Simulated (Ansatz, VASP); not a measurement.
Two plane-wave programs on Si4S

Contents of INCAR:

```
SYSTEM = Si4S
PREC = Accurate ; ENCUT = 520
EDIFF = 1E-6 ; ISMEAR = 0
SIGMA = 0.1 ; LREAL = .FALSE.
LASPH = .TRUE. ; NELM = 60
ALGO = Normal ; ISIF = 2
LWAVE = .FALSE. ; LCHARG = .FALSE.
GGA = PE ; NBANDS = 19
```

Contents of KPOINTS:

```
Automatic mesh
0
G
  6 6 2
  0 0 0
```

POSCAR

```
Si4S
1.0
    3.6870953900      0.0000000000      0.0000000000
   -1.8435477000      3.1931182800      0.0000000000
    0.0000000000      0.0000000000      8.7669203500
Si S
4 1
Direct
    0.3333333300      0.6666666700      0.8133467200
    0.6666666700      0.3333333300      0.8133467200
    0.6666666700      0.3333333300      0.1866532800
    0.3333333300      0.6666666700      0.1866532800
    0.0000000000      0.0000000000      0.0000000000
```

Input for Ansatz:

```yaml
crystal:
  lattice:
    - [3.68709539, 0.0, 0.0]
    - [-1.8435477, 3.19311828, 0.0]
    - [0.0, 0.0, 8.76692035]
  atoms:
    - { symbol: Si, position: [0.33333333, 0.66666667, 0.81334672] }
    - { symbol: Si, position: [0.66666667, 0.33333333, 0.81334672] }
    - { symbol: Si, position: [0.66666667, 0.33333333, 0.18665328] }
    - { symbol: Si, position: [0.33333333, 0.66666667, 0.18665328] }
    - { symbol: S, position: [0.0, 0.0, 0.0] }
basis:
  ecutwfc: 420
kpoints:
  mp_grid: { grid: [6, 6, 2] }
hamiltonian:
  xc: pbe
scf:
  occupations: { method: gaussian, width: 0.1 }
  lower_state_search: "off"
output:
  forces: true
  stress: true
  eigenvalues: true
```

Alike in both runs: task single point; functional PBE; k mesh 6 × 6 × 2; occupations gaussian, width 0.1 eV; no spin polarisation.

|  | VASP | Ansatz |
| --- | --- | --- |
| version | VASP 6.6.1 | Ansatz 0.2.0 |
| potentials or method | VASP PAW PBE potentials, release 64 (Si, S), cutoff 520 eV | scalar-relativistic, plane waves, PAW |
| valence electrons in the cell | 22 | 22 |

```csv
,VASP,Ansatz,Ansatz less VASP
gap on the k mesh at the Fermi level (eV),none,none,-
pressure (GPa),24.2,24.3,+0.13
"traceless stress, the component that is largest in VASP (GPa)",-17.55,-17.64,-0.084
rms of the force components (eV/Å),0.354,0.355,+0.0008
```

Atom by atom the forces differ by 0.001 eV/Å (rms over components). A gap of «none» marks a metal or a gap that the smearing closes. With one functional, cell and mesh, what is left measures potentials, basis and numerics.
